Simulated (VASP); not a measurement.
# SrTiO3 (I4/mcm) in VASP: further runs

SrTiO3 is run at these levels: PBE+U; tasks: single point.

All numbers are computed with VASP 6.6.1; they aren't measurements. Logs are shortened: lines on timing, memory, paths and dates and some standing lists are left out, and cuts for length are marked.

## (1) The cell of the first run

The structure is tetragonal, space group I4/mcm (No. 140). The conventional cell has a = 5.511 Å, b = 5.511 Å, c = 7.796 Å, α = 90.00°, β = 90.00°, γ = 90.00°. Within 3.6 Å of Sr (site symmetry -42m) lie 12 O at 2.73 to 2.78 Å and 8 Ti at 3.38 Å. Within 2.6 Å of Ti (site symmetry 4/m) lie 6 O at 1.95 Å. Within 2.6 Å of O (site symmetry 422) lie 2 Ti at 1.95 Å. Within 2.6 Å of O (site symmetry m2m) lie 2 Ti at 1.95 Å.

## (2) Single point, PBE+U

Contents of INCAR:

```
PREC     = Accurate       # precision mode
ENCUT    = 520            # plane-wave cutoff, eV
EDIFF    = 1E-7           # SCF threshold, eV
ISMEAR   = 0              # smearing method
SIGMA    = 0.05           # smearing width, eV
LREAL    = False          # projectors in reciprocal space
LASPH    = True           # aspherical terms in the spheres
NELM     = 150            # most SCF steps
ALGO     = Normal         # electronic algorithm
ISIF     = 2              # what is computed and relaxed
LWAVE    = False          # write WAVECAR
LCHARG   = False          # write CHGCAR
LMAXMIX  = 4              # l up to which the mixer works
LDAU     = True           # DFT+U
LDAUTYPE = 2            
LDAUL    = -1 2 -1        # shell
LDAUU    = 0 4 0          # U, eV
LDAUJ    = 0 0 0        
LDAUPRINT= 1            
GGA      = PE             # functional
NELECT   = 79.0         
NBANDS   = 51             # bands
```

Contents of KPOINTS:

```
Automatic mesh
0
Gamma
  6 6 6
```

Contents of POSCAR:

```
SrTiO3
1.0
   -2.7555000000      2.7555000000      3.8980000000
    2.7555000000     -2.7555000000      3.8980000000
    2.7555000000      2.7555000000     -3.8980000000
Sr Ti O
2 2 6
Direct
    0.7500000000      0.2500000000      0.5000000000
    0.2500000000      0.7500000000      0.5000000000
    0.0000000000      0.0000000000      0.0000000000
    0.5000000000      0.5000000000      0.0000000000
    0.2500000000      0.2500000000      0.0000000000
    0.7500000000      0.7500000000      0.0000000000
    0.7451000000      0.2451000000      0.9902000000
    0.2451000000      0.2549000000      0.5000000000
    0.2549000000      0.7549000000      0.0098000000
    0.7549000000      0.7451000000      0.5000000000
```

Potentials or basis: VASP PAW PBE potentials, release 64 (Sr_sv, Ti_sv, O).

The run is started by

```
> cat potpaw_PBE.64/Sr_sv/POTCAR potpaw_PBE.64/Ti_sv/POTCAR potpaw_PBE.64/O/POTCAR > POTCAR
> mpirun -np 1 vasp_std > vasp.out
```

OUTCAR:

```text
PREC = Accurate
   ENCUT = 520
   EDIFF = 1E-7
   ISMEAR = 0
   LREAL = False
   LASPH = True
   NELM = 150
   ISIF = 2
   GGA = PE
   NELECT = 79.0

 ion  position               nearest neighbor table
   1  0.750  0.250  0.500-   8 2.73   9 2.73  10 2.73   7 2.73   5 2.76   6 2.76   6 2.76   5 2.76
                             7 2.78   9 2.78   8 2.78  10 2.78   4 3.38   3 3.38   4 3.38   4 3.38
   2  0.250  0.750  0.500-   7 2.73   8 2.73  10 2.73   9 2.73   5 2.76   6 2.76   5 2.76   6 2.76
                             9 2.78   8 2.78  10 2.78   7 2.78   4 3.38   3 3.38   4 3.38   3 3.38
   3  0.000  0.000  0.000-   7 1.95   8 1.95   9 1.95  10 1.95   5 1.95   6 1.95   1 3.38   2 3.38
                             1 3.38   1 3.38   2 3.38   2 3.38   1 3.38   2 3.38
   4  0.500  0.500  0.000-   7 1.95   9 1.95  10 1.95   8 1.95   5 1.95   6 1.95   1 3.38   2 3.38
                             2 3.38   1 3.38   2 3.38   1 3.38   2 3.38   1 3.38
   5  0.250  0.250  0.000-   3 1.95   4 1.95   1 2.76   2 2.76   2 2.76   1 2.76
   6  0.750  0.750  0.000-   3 1.95   4 1.95   1 2.76   2 2.76   1 2.76   2 2.76
   7  0.745  0.245  0.990-   3 1.95   4 1.95   2 2.73   1 2.73   1 2.78   2 2.78
   8  0.245  0.255  0.500-   4 1.95   3 1.95   1 2.73   2 2.73   1 2.78   2 2.78
   9  0.255  0.755  0.010-   3 1.95   4 1.95   1 2.73   2 2.73   2 2.78   1 2.78
  10  0.755  0.745  0.500-   3 1.95   4 1.95   1 2.73   2 2.73   1 2.78   2 2.78

  LATTYP: Found a body centered tetragonal cell.
 ALAT       =     5.5110000000
 C/A-ratio  =     1.4146252949

  Lattice vectors:

 A1 = (  -2.7555000000,   2.7555000000,   3.8980000000)
 A2 = (   2.7555000000,  -2.7555000000,   3.8980000000)
 A3 = (   2.7555000000,   2.7555000000,  -3.8980000000)

Analysis of symmetry for initial positions (statically):
=====================================================================
 Subroutine PRICEL returns:
 Original cell was already a primitive cell.

 Routine SETGRP: Setting up the symmetry group for a
 body centered tetragonal supercell.

 Subroutine GETGRP returns: Found 16 space group operations
 (whereof  8 operations were pure point group operations)
 out of a pool of 16 trial point group operations.

The static configuration has the point symmetry C_4h.
 The point group associated with its full space group is D_4h.

Analysis of symmetry for dynamics (positions and initial velocities):
=====================================================================
 Subroutine PRICEL returns:
 Original cell was already a primitive cell.

 Routine SETGRP: Setting up the symmetry group for a
 body centered tetragonal supercell.

 Subroutine GETGRP returns: Found 16 space group operations
 (whereof  8 operations were pure point group operations)
 out of a pool of 16 trial point group operations.

The dynamic configuration has the point symmetry C_4h.
 The point group associated with its full space group is D_4h.

 Subroutine INISYM returns: Found 16 space group operations
 (whereof  8 operations are pure point group operations),
 and found     1 'primitive' translations

----------------------------------------------------------------------------------------

                                     Primitive cell

  volume of cell :     118.3866

[... 148 lines left out ...]

 onsite density matrix

spin component  1

  0.2508  0.0000  0.0000 -0.0000  0.0052
  0.0000  0.0994 -0.0000 -0.0000  0.0000
  0.0000 -0.0000  0.2509 -0.0000 -0.0000
 -0.0000 -0.0000 -0.0000  0.0994 -0.0000
  0.0052  0.0000 -0.0000 -0.0000  0.0996

spin component  2

  0.2508  0.0000  0.0000 -0.0000  0.0052
  0.0000  0.0994 -0.0000 -0.0000  0.0000
  0.0000 -0.0000  0.2509 -0.0000 -0.0000
 -0.0000 -0.0000 -0.0000  0.0994 -0.0000
  0.0052  0.0000 -0.0000 -0.0000  0.0996

 occupancies and eigenvectors

  o =  0.0994  v =  0.0000 -0.8761 -0.0000 -0.4821  0.0000  0.0000  0.0000  0.0000  0.0000  0.0000      0.0000  0.0000  0.0000  0.0000  0.0000  0.0000  0.0000  0.0000  0.0000  0.0000
  o =  0.0994  v =  0.0000  0.0000  0.0000  0.0000  0.0000  0.0000 -0.8761 -0.0000 -0.4821  0.0000      0.0000  0.0000  0.0000  0.0000  0.0000  0.0000  0.0000  0.0000  0.0000  0.0000
  o =  0.0994  v =  0.0000  0.4821  0.0000 -0.8761  0.0000  0.0000  0.0000  0.0000  0.0000  0.0000      0.0000  0.0000  0.0000  0.0000  0.0000  0.0000  0.0000  0.0000  0.0000  0.0000
  o =  0.0994  v =  0.0000  0.0000  0.0000  0.0000  0.0000  0.0000  0.4821  0.0000 -0.8761  0.0000      0.0000  0.0000  0.0000  0.0000  0.0000  0.0000  0.0000  0.0000  0.0000  0.0000
  o =  0.0994  v =  0.0000  0.0000  0.0000  0.0000  0.0000 -0.0342  0.0000  0.0000 -0.0000  0.9994      0.0000  0.0000  0.0000  0.0000  0.0000  0.0000  0.0000  0.0000  0.0000  0.0000
  o =  0.0994  v = -0.0342  0.0000  0.0000 -0.0000  0.9994  0.0000  0.0000  0.0000  0.0000  0.0000      0.0000  0.0000  0.0000  0.0000  0.0000  0.0000  0.0000  0.0000  0.0000  0.0000
  o =  0.2509  v =  0.0000  0.0000  0.0000  0.0000  0.0000  0.0000  0.0000 -1.0000 -0.0000  0.0000      0.0000  0.0000  0.0000  0.0000  0.0000  0.0000  0.0000  0.0000  0.0000  0.0000
  o =  0.2509  v =  0.0000  0.0000 -1.0000 -0.0000  0.0000  0.0000  0.0000  0.0000  0.0000  0.0000      0.0000  0.0000  0.0000  0.0000  0.0000  0.0000  0.0000  0.0000  0.0000  0.0000
  o =  0.2510  v = -0.9994  0.0000 -0.0000  0.0000 -0.0342  0.0000  0.0000  0.0000  0.0000  0.0000      0.0000  0.0000  0.0000  0.0000  0.0000  0.0000  0.0000  0.0000  0.0000  0.0000
  o =  0.2510  v =  0.0000  0.0000  0.0000  0.0000  0.0000 -0.9994  0.0000 -0.0000  0.0000 -0.0342      0.0000  0.0000  0.0000  0.0000  0.0000  0.0000  0.0000  0.0000  0.0000  0.0000

atom =   4  type =  2  l = 2

 onsite density matrix

spin component  1

  0.2508  0.0000  0.0000 -0.0000 -0.0052
  0.0000  0.0994 -0.0000 -0.0000  0.0000
  0.0000 -0.0000  0.2509 -0.0000  0.0000
 -0.0000 -0.0000 -0.0000  0.0994  0.0000
 -0.0052  0.0000  0.0000  0.0000  0.0996

spin component  2

  0.2508  0.0000  0.0000 -0.0000 -0.0052
  0.0000  0.0994 -0.0000 -0.0000  0.0000
  0.0000 -0.0000  0.2509 -0.0000  0.0000
 -0.0000 -0.0000 -0.0000  0.0994  0.0000
 -0.0052  0.0000  0.0000  0.0000  0.0996

 occupancies and eigenvectors

  o =  0.0994  v = -0.0000  0.5568 -0.0000  0.8306 -0.0000  0.0000  0.0000  0.0000  0.0000  0.0000      0.0000  0.0000  0.0000  0.0000  0.0000  0.0000  0.0000  0.0000  0.0000  0.0000
  o =  0.0994  v =  0.0000  0.0000  0.0000  0.0000  0.0000 -0.0000  0.5568 -0.0000  0.8306 -0.0000      0.0000  0.0000  0.0000  0.0000  0.0000  0.0000  0.0000  0.0000  0.0000  0.0000
  o =  0.0994  v =  0.0000 -0.8306 -0.0000  0.5568  0.0000  0.0000  0.0000  0.0000  0.0000  0.0000      0.0000  0.0000  0.0000  0.0000  0.0000  0.0000  0.0000  0.0000  0.0000  0.0000
  o =  0.0994  v =  0.0000  0.0000  0.0000  0.0000  0.0000  0.0000 -0.8306 -0.0000  0.5568  0.0000      0.0000  0.0000  0.0000  0.0000  0.0000  0.0000  0.0000  0.0000  0.0000  0.0000
  o =  0.0994  v =  0.0000  0.0000  0.0000  0.0000  0.0000 -0.0342 -0.0000  0.0000 -0.0000 -0.9994      0.0000  0.0000  0.0000  0.0000  0.0000  0.0000  0.0000  0.0000  0.0000  0.0000
  o =  0.0994  v = -0.0342 -0.0000  0.0000 -0.0000 -0.9994  0.0000  0.0000  0.0000  0.0000  0.0000      0.0000  0.0000  0.0000  0.0000  0.0000  0.0000  0.0000  0.0000  0.0000  0.0000
  o =  0.2509  v =  0.0000  0.0000  0.0000  0.0000  0.0000  0.0000  0.0000  1.0000  0.0000 -0.0000      0.0000  0.0000  0.0000  0.0000  0.0000  0.0000  0.0000  0.0000  0.0000  0.0000
  o =  0.2509  v =  0.0000  0.0000  1.0000  0.0000 -0.0000  0.0000  0.0000  0.0000  0.0000  0.0000      0.0000  0.0000  0.0000  0.0000  0.0000  0.0000  0.0000  0.0000  0.0000  0.0000
  o =  0.2510  v = -0.9994  0.0000  0.0000  0.0000  0.0342  0.0000  0.0000  0.0000  0.0000  0.0000      0.0000  0.0000  0.0000  0.0000  0.0000  0.0000  0.0000  0.0000  0.0000  0.0000
  o =  0.2510  v =  0.0000  0.0000  0.0000  0.0000  0.0000 -0.9994  0.0000  0.0000  0.0000  0.0342      0.0000  0.0000  0.0000  0.0000  0.0000  0.0000  0.0000  0.0000  0.0000  0.0000

 number of electron      79.0000002 magnetization

 Free energy of the ion-electron system (eV)
  ---------------------------------------------------
  ext. energy  EPLUGINS =         0.00000000
  ---------------------------------------------------
  free energy    TOTEN  =       -78.65792773 eV

  energy without entropy =      -78.65308579  energy(sigma->0) =      -78.65550676

 E-fermi :   3.7694     XC(G=0): -11.2031

 val. band max:        3.7382208640   @ k =  -0.3333   0.3333   0.1667
 cond. band min:       3.8244078136   @ k =   0.1667   0.1667   0.0000
 fundamental gap:      0.0861869496
 Fermi energy:         3.7693814928

 k-point     1 :       0.0000    0.0000    0.0000
  band No.  band energies     occupation
      1     -53.2776      2.00000
      2     -53.2733      2.00000
      3     -29.5362      2.00000
      4     -29.5361      2.00000
      5     -29.5361      2.00000
      6     -29.4774      2.00000
[... 1285 lines left out ...]
     50      11.0619      0.00000
     51      11.1344      0.00000

 [... further k-points ...]

------------------------ aborting loop because EDIFF is reached ----------------------------------------

  FORCE on cell =-STRESS in cart. coord.  units (eV):
  Direction    XX          YY          ZZ          XY          YZ          ZX
  --------------------------------------------------------------------------------------
  -------------------------------------------------------------------------------------
  Total       -0.5243683     -0.5243683     -0.5377476      0.0000000      0.0000000      0.0000000
  in kB       -7.0965031     -7.0965031     -7.2775699      0.0000000      0.0000000      0.0000000
  external PRESSURE =      -7.1568587 kB  Pullay stress =       0.0000000 kB

 VOLUME and BASIS-vectors are now :
 -----------------------------------------------------------------------------
  energy-cutoff  :      520.00
  volume of cell :      118.39
      direct lattice vectors                 reciprocal lattice vectors
    -2.755500000  2.755500000  3.898000000     0.000000000  0.181455271  0.128270908
     2.755500000 -2.755500000  3.898000000     0.181455271  0.000000000  0.128270908
     2.755500000  2.755500000 -3.898000000     0.181455271  0.181455271  0.000000000

 POSITION                                       TOTAL-FORCE (eV/Angst)
 -----------------------------------------------------------------------------------
     -0.00000      2.75550      1.94900         0.000000      0.000000     -0.000000
      2.75550     -0.00000      1.94900         0.000000      0.000000     -0.000000
      0.00000      0.00000      0.00000         0.000000     -0.000000     -0.000000
      0.00000      0.00000      3.89800        -0.000000      0.000000     -0.000000
      0.00000      0.00000      1.94900        -0.000000      0.000000     -0.000000
      0.00000      0.00000      5.84700        -0.000000     -0.000000     -0.000000
      1.35075      4.10625      0.00000         0.015817      0.015817     -0.000000
      1.40475      1.35075      0.00000        -0.015817      0.015817     -0.000000
      1.40475     -1.35075      3.89800        -0.015817     -0.015817      0.000000
      1.35075      1.40475      3.89800         0.015817     -0.015817     -0.000000
 -----------------------------------------------------------------------------------
    total drift:                               -0.000000      0.000000      0.000000

  FREE ENERGIE OF THE ION-ELECTRON SYSTEM (eV)
  ---------------------------------------------------
  free  energy   TOTEN  =       -78.6579277324 eV

  energy  without entropy=      -78.6530857918  energy(sigma->0) =      -78.65550676
```

Run time: 6.9 min. Hardware: 1 thread of Intel Xeon 8259CL, shared host; peak memory 0.35 GiB.

Results:

| Property | Result |
| --- | --- |
| Free energy | -78.6579 eV |
| Largest force | 0.022 eV/Å |

Forces in eV/Å, atoms in the order of the input:
```
Sr   0.000  0.000  0.000
Sr   0.000  0.000  0.000
Ti   0.000  0.000  0.000
Ti   0.000  0.000  0.000
O    0.000  0.000  0.000
O    0.000  0.000  0.000
O    0.016  0.016  0.000
O   -0.016  0.016  0.000
O   -0.016 -0.016  0.000
O    0.016 -0.016  0.000
```

Levels at points of the mesh, in eV from the Fermi level:
```tsv
k point	band 37	band 38	band 39	band 40	band 41	band 42	band 43	band 44
(0.00, 0.00, 0.00)	-0.13	0.26	0.26	0.26	2.91	2.91	2.91	4.80
(0.50, 0.00, 0.00)	-0.61	-0.61	-0.34	-0.34	4.33	4.33	4.37	4.37
(0.50, 0.50, 0.00)	-1.24	-0.51	-0.51	0.18	3.10	4.71	4.71	4.72
(0.50, 0.50, 0.50)	-1.25	-0.50	-0.50	0.18	3.10	4.70	4.70	4.75
```

Eigenvalues of the final occupation matrices:
| site | spin | trace | eigenvalues |
| --- | --- | --- | --- |
| site 3 d | 1 | 0.80 | 0.10 0.10 0.10 0.25 0.25 |
| site 3 d | 2 | 0.80 | 0.10 0.10 0.10 0.25 0.25 |
| site 4 d | 1 | 0.80 | 0.10 0.10 0.10 0.25 0.25 |
| site 4 d | 2 | 0.80 | 0.10 0.10 0.10 0.25 0.25 |

Caveat: the cell carries a net charge on a neutralising background, which shifts energy and pressure; the cell is charged against a uniform background, so pressure and absolute levels hang on convention; an odd number of electrons without spin polarisation forces a metal; a magnetic or distorted state may lie lower; U without spin polarisation on a metal has little footing.

## (3) Single point, PBE+U

INCAR, as its differences from that of step 2:

```diff
@@ -11,3 +11,3 @@
 LWAVE    = False          # write WAVECAR
-LCHARG   = False          # write CHGCAR
+LCHARG   = True           # write CHGCAR
 LMAXMIX  = 4              # l up to which the mixer works
@@ -20,3 +20,5 @@
 GGA      = PE             # functional
-NELECT   = 79.0         
+LELF     = True           # ELF
+LVHAR    = True         
+NELECT   = 81.0         
 NBANDS   = 51             # bands
```

KPOINTS is that of step 2.

POSCAR is that of step 2.

Potentials or basis: VASP PAW PBE potentials, release 64 (Sr_sv, Ti_sv, O).

The run is started by

```
> cat potpaw_PBE.64/Sr_sv/POTCAR potpaw_PBE.64/Ti_sv/POTCAR potpaw_PBE.64/O/POTCAR > POTCAR
> mpirun -np 1 vasp_std > vasp.out
```

OUTCAR:

```text
PREC = Accurate
   ENCUT = 520
   EDIFF = 1E-7
   ISMEAR = 0
   LREAL = False
   LASPH = True
   NELM = 150
   ISIF = 2
   GGA = PE
   NELECT = 81.0

 ion  position               nearest neighbor table
   1  0.750  0.250  0.500-   8 2.73   9 2.73  10 2.73   7 2.73   5 2.76   6 2.76   6 2.76   5 2.76
                             7 2.78   9 2.78   8 2.78  10 2.78   4 3.38   3 3.38   4 3.38   4 3.38
   2  0.250  0.750  0.500-   7 2.73   8 2.73  10 2.73   9 2.73   5 2.76   6 2.76   5 2.76   6 2.76
                             9 2.78   8 2.78  10 2.78   7 2.78   4 3.38   3 3.38   4 3.38   3 3.38
[... 1598 lines left out ...]

 VOLUME and BASIS-vectors are now :
 -----------------------------------------------------------------------------
  energy-cutoff  :      520.00
  volume of cell :      118.39
      direct lattice vectors                 reciprocal lattice vectors
    -2.755500000  2.755500000  3.898000000     0.000000000  0.181455271  0.128270908
     2.755500000 -2.755500000  3.898000000     0.181455271  0.000000000  0.128270908
     2.755500000  2.755500000 -3.898000000     0.181455271  0.181455271  0.000000000

 POSITION                                       TOTAL-FORCE (eV/Angst)
 -----------------------------------------------------------------------------------
     -0.00000      2.75550      1.94900         0.000000      0.000000      0.000000
      2.75550     -0.00000      1.94900         0.000000      0.000000      0.000000
      0.00000      0.00000      0.00000         0.000000      0.000000      0.000000
      0.00000      0.00000      3.89800         0.000000      0.000000      0.000000
      0.00000      0.00000      1.94900         0.000000     -0.000000      0.000000
      0.00000      0.00000      5.84700         0.000000     -0.000000      0.000000
      1.35075      4.10625      0.00000        -0.032712     -0.032712     -0.000000
      1.40475      1.35075      0.00000         0.032712     -0.032712      0.000000
      1.40475     -1.35075      3.89800         0.032712      0.032712      0.000000
      1.35075      1.40475      3.89800        -0.032712      0.032712      0.000000
 -----------------------------------------------------------------------------------
    total drift:                               -0.000000      0.000000      0.000000

  FREE ENERGIE OF THE ION-ELECTRON SYSTEM (eV)
  ---------------------------------------------------
  free  energy   TOTEN  =       -67.2013935143 eV

  energy  without entropy=      -67.1980854326  energy(sigma->0) =      -67.19973947
```

stdout:

```text
POSCAR found type information on POSCAR SrTiO
 POSCAR found :  3 types and      10 ions
 scaLAPACK will be used
 LDA part: xc-table for (Slater+PW92), standard interpolation
 POSCAR, INCAR and KPOINTS ok, starting setup
 FFT: planning ... GRIDC
 FFT: planning ... GRID_SOFT
 FFT: planning ... GRID
 WAVECAR not read
 entering main loop
 the old and the new charge density differ
 old charge density:    80.00000 new   81.00000
    0.385E+01
```

It took 7.6 min on 1 thread of Intel Xeon 8259CL, shared host; peak memory 0.35 GiB.

Results:

| Quantity | Value |
| --- | --- |
| Free energy | -67.2014 eV |
| Largest force | 0.046 eV/Å |

Forces on the atoms (eV/Å):
```
Sr   0.000  0.000  0.000
Sr   0.000  0.000  0.000
Ti   0.000  0.000  0.000
Ti   0.000  0.000  0.000
O    0.000  0.000  0.000
O    0.000  0.000  0.000
O   -0.033 -0.033  0.000
O    0.033 -0.033  0.000
O    0.033  0.033  0.000
O   -0.033  0.033  0.000
```

Eigenvalues of the final occupation matrices:
```
    site  spin  trace               eigenvalues
site 3 d     1   0.92  0.15 0.15 0.15 0.23 0.23
site 3 d     2   0.92  0.15 0.15 0.15 0.23 0.23
site 4 d     1   0.92  0.15 0.15 0.15 0.23 0.23
site 4 d     2   0.92  0.15 0.15 0.15 0.23 0.23
```

Caveat: the cell carries a net charge on a neutralising background, which shifts energy and pressure; the cell is charged against a uniform background, so pressure and absolute levels hang on convention; an odd number of electrons without spin polarisation forces a metal; a magnetic or distorted state may lie lower; U without spin polarisation on a metal has little footing.
